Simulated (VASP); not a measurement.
# Na (Im-3m) in VASP: single point with PBE

Aim: the single point of Na with PBE.

Program: VASP 6.6.1. These are calculated values, not measurements. Logs are shortened: lines on timing, memory, paths and dates and some standing lists are left out, and cuts for length are marked.

## 1. The cell of the first run

The structure is cubic, space group Im-3m (No. 229). Conventional cell: a = 4.224 Å, b = 4.224 Å, c = 4.224 Å, α = 90.00°, β = 90.00°, γ = 90.00°. Within 4.8 Å of Na (site symmetry m-3m) lie 14 Na at 3.66 to 4.22 Å.

## 2. Single point, PBE, non-collinear spin, zero start, spin-orbit coupling

The input, INCAR:

```
  ALGO = Normal
  EDIFF = 1E-6
  ENCUT = 520
  GGA = PE
  GGA_COMPAT = F
  ISIF = 2
  ISMEAR = 0
  LASPH = T
  LCHARG = F
  LORBIT = 11
  LORBMOM = T
  LREAL = F
  LSORBIT = T
  LWAVE = F
  MAGMOM = 0 0 0
  NBANDS = 18
  NELM = 150
  PREC = Accurate
  SIGMA = 0.05
```

The input, KPOINTS:

```
k-points
0
Gamma
  14 14 14
```

The input, POSCAR:

```
Na
1.0
   -2.1121762316      2.1121762316      2.1121762316
    2.1121762316     -2.1121762316      2.1121762316
    2.1121762316      2.1121762316     -2.1121762316
Na
1
Direct
    0.0000000000      0.0000000000      0.0000000000
```

Potentials or basis: VASP PAW PBE potentials, release 64 (Na_pv).

The run is started by

```sh
$ cat potpaw_PBE.64/Na_pv/POTCAR > POTCAR
$ mpirun -np 1 vasp_ncl > vasp.out
```

OUTCAR:

```text
EDIFF = 1E-6
   ENCUT = 520
   GGA = PE
   ISIF = 2
   ISMEAR = 0
   LASPH = T
   LORBIT = 11
   LREAL = F
   LSORBIT = T
   NELM = 150
   PREC = Accurate

 ion  position               nearest neighbor table
   1  0.000  0.000  0.000-

  LATTYP: Found a body centered cubic cell.
 ALAT       =     4.2243524632

  Lattice vectors:

 A1 = (  -2.1121762316,   2.1121762316,   2.1121762316)
 A2 = (   2.1121762316,  -2.1121762316,   2.1121762316)
 A3 = (   2.1121762316,   2.1121762316,  -2.1121762316)

Analysis of symmetry for initial positions (statically):
=====================================================================
 Subroutine PRICEL returns:
 Original cell was already a primitive cell.

 Routine SETGRP: Setting up the symmetry group for a
 body centered cubic supercell.

 Subroutine GETGRP returns: Found 48 space group operations
 (whereof 48 operations were pure point group operations)
 out of a pool of 48 trial point group operations.

The static configuration has the point symmetry O_h .

Analysis of symmetry for dynamics (positions and initial velocities):
=====================================================================
 Subroutine PRICEL returns:
 Original cell was already a primitive cell.

 Routine SETGRP: Setting up the symmetry group for a
 body centered cubic supercell.

 Subroutine GETGRP returns: Found 48 space group operations
 (whereof 48 operations were pure point group operations)
 out of a pool of 48 trial point group operations.

The dynamic configuration has the point symmetry O_h .

Analysis of structural, dynamic, and magnetic symmetry:
=====================================================================
 Subroutine PRICEL returns:
 Original cell was already a primitive cell.

 Routine SETGRP: Setting up the symmetry group for a
 body centered cubic supercell.

 Subroutine GETGRP returns: Found 48 space group operations
 (whereof 48 operations were pure point group operations)
 out of a pool of 48 trial point group operations.

The overall configuration has the point symmetry O_h .

 Subroutine INISYM returns: Found 48 space group operations
 (whereof 48 operations are pure point group operations),
 and found     1 'primitive' translations

----------------------------------------------------------------------------------------

                                     Primitive cell

  volume of cell :      37.6921

[... 136 lines left out ...]

 E-fermi :   0.2469     XC(G=0):  -6.4592

 val. band max:        0.2307645054   @ k =  -0.3571   0.4286   0.1429
 cond. band min:       0.3109705340   @ k =   0.3571   0.0714   0.0714
 fundamental gap:      0.0802060287
 Fermi energy:         0.2468569385

 k-point     1 :       0.0000    0.0000    0.0000
  band No.  band energies     occupation
      1     -24.7517      1.00000
      2     -24.7517      1.00000
      3     -24.5731      1.00000
      4     -24.5731      1.00000
      5     -24.5731      1.00000
      6     -24.5731      1.00000
[... 481 lines left out ...]
      5     -24.5830      1.00000
      6     -24.5830      1.00000
[... 10 lines left out ...]
     17      13.2972      0.00000
     18      13.2972      0.00000

 [... further k-points ...]
[... 5 lines left out ...]
  --------------------------------------------------------------------------------------
  -------------------------------------------------------------------------------------
  Total       -0.0469287     -0.0469287     -0.0469287     -0.0000000     -0.0000000      0.0000000
  in kB       -1.9947983     -1.9947983     -1.9947983     -0.0000000     -0.0000000      0.0000000
  external PRESSURE =      -1.9947983 kB  Pullay stress =       0.0000000 kB

 VOLUME and BASIS-vectors are now :
 -----------------------------------------------------------------------------
  energy-cutoff  :      520.00
  volume of cell :       37.69
      direct lattice vectors                 reciprocal lattice vectors
    -2.112176232  2.112176232  2.112176232     0.000000000  0.236722671  0.236722671
     2.112176232 -2.112176232  2.112176232     0.236722671  0.000000000  0.236722671
     2.112176232  2.112176232 -2.112176232     0.236722671  0.236722671  0.000000000

 POSITION                                       TOTAL-FORCE (eV/Angst)
 -----------------------------------------------------------------------------------
      0.00000      0.00000      0.00000        -0.000000      0.000000     -0.000000
 -----------------------------------------------------------------------------------
    total drift:                               -0.000000     -0.000000     -0.000000

  FREE ENERGIE OF THE ION-ELECTRON SYSTEM (eV)
  ---------------------------------------------------
  free  energy   TOTEN  =        -1.3108878992 eV

  energy  without entropy=       -1.3097360037  energy(sigma->0) =       -1.31031195

 orbital moment (x)

 # of ion     p       tot
 --------------------------------
  1         0.000   0.000
 --------------------------------
            0.000   0.000

 orbital moment (y)

 # of ion     p       tot
 --------------------------------
  1         0.000   0.000
 --------------------------------
            0.000   0.000

 orbital moment (z)

 # of ion     p       tot
 --------------------------------
  1         0.000   0.000
 --------------------------------
            0.000   0.000

 Spin-Orbit-Coupling matrix elements

 Ion:    1  E_soc:     -0.0007334
 l=   1
     0.0000000    -0.0001222    -0.0001222
    -0.0001222     0.0000000    -0.0001222
    -0.0001222    -0.0001222     0.0000000
 l=   2
     0.0000000     0.0000000     0.0000000     0.0000000     0.0000000
     0.0000000     0.0000000     0.0000000     0.0000000     0.0000000
     0.0000000     0.0000000     0.0000000     0.0000000     0.0000000
     0.0000000     0.0000000     0.0000000     0.0000000     0.0000000
     0.0000000     0.0000000     0.0000000     0.0000000     0.0000000
 l=   3
     0.0000000     0.0000000     0.0000000     0.0000000     0.0000000     0.0000000     0.0000000
     0.0000000     0.0000000     0.0000000     0.0000000     0.0000000     0.0000000     0.0000000
     0.0000000     0.0000000     0.0000000     0.0000000     0.0000000     0.0000000     0.0000000
     0.0000000     0.0000000     0.0000000     0.0000000     0.0000000     0.0000000     0.0000000
     0.0000000     0.0000000     0.0000000     0.0000000     0.0000000     0.0000000     0.0000000
     0.0000000     0.0000000     0.0000000     0.0000000     0.0000000     0.0000000     0.0000000
     0.0000000     0.0000000     0.0000000     0.0000000     0.0000000     0.0000000     0.0000000

 total charge

# of ion       s       p       d       tot
------------------------------------------
    1        0.097   5.963   0.000   6.060

 magnetization (x)

# of ion       s       p       d       tot
------------------------------------------
    1        0.000   0.000   0.000   0.000

 magnetization (y)

# of ion       s       p       d       tot
------------------------------------------
    1        0.000  -0.000   0.000  -0.000

 magnetization (z)

# of ion       s       p       d       tot
------------------------------------------
    1       -0.000   0.000   0.000  -0.000
```

OSZICAR:

```text
N       E                     dE             d eps       ncg     rms          rms(c)
DAV:   1     0.557140472779E+02    0.55714E+02   -0.35894E+03  3794   0.737E+02
DAV:   2     0.141790699576E+01   -0.54296E+02   -0.53176E+02  3860   0.236E+02
DAV:   3    -0.127106803875E+01   -0.26890E+01   -0.26821E+01  4582   0.572E+01
DAV:   4    -0.131067286162E+01   -0.39605E-01   -0.39594E-01  4482   0.748E+00
DAV:   5    -0.131148097074E+01   -0.80811E-03   -0.80805E-03  4314   0.106E+00    0.204E-01
DAV:   6    -0.131113901974E+01    0.34195E-03   -0.49506E-04  4638   0.319E-01    0.137E-01
DAV:   7    -0.131089569420E+01    0.24333E-03   -0.75150E-04  5064   0.355E-01    0.183E-02
DAV:   8    -0.131088758019E+01    0.81140E-05   -0.54714E-05  4960   0.145E-01    0.122E-02
DAV:   9    -0.131088789917E+01   -0.31898E-06   -0.38500E-07  2980   0.792E-03
   1 F= -.13108879E+01 E0= -.13103120E+01  d E =-.115190E-02  mag=    -0.0000     0.0000    -0.0000
```

Run time: 54 s. Hardware: 1 thread of Intel Xeon Platinum 8488C (Sapphire Rapids), shared host; peak memory 0.28 GiB.

Results:

| Item | Value |
| --- | --- |
| Free energy | -1.3109 eV |
| Pressure | -0.2 GPa |
| Net moment | 0.00 μB per cell |
| Valence electrons inside the program's atomic spheres | Na 6.06 |

Moments on the atoms (μB; x, y, z):
```
Na  0.00 0.00 0.00
```
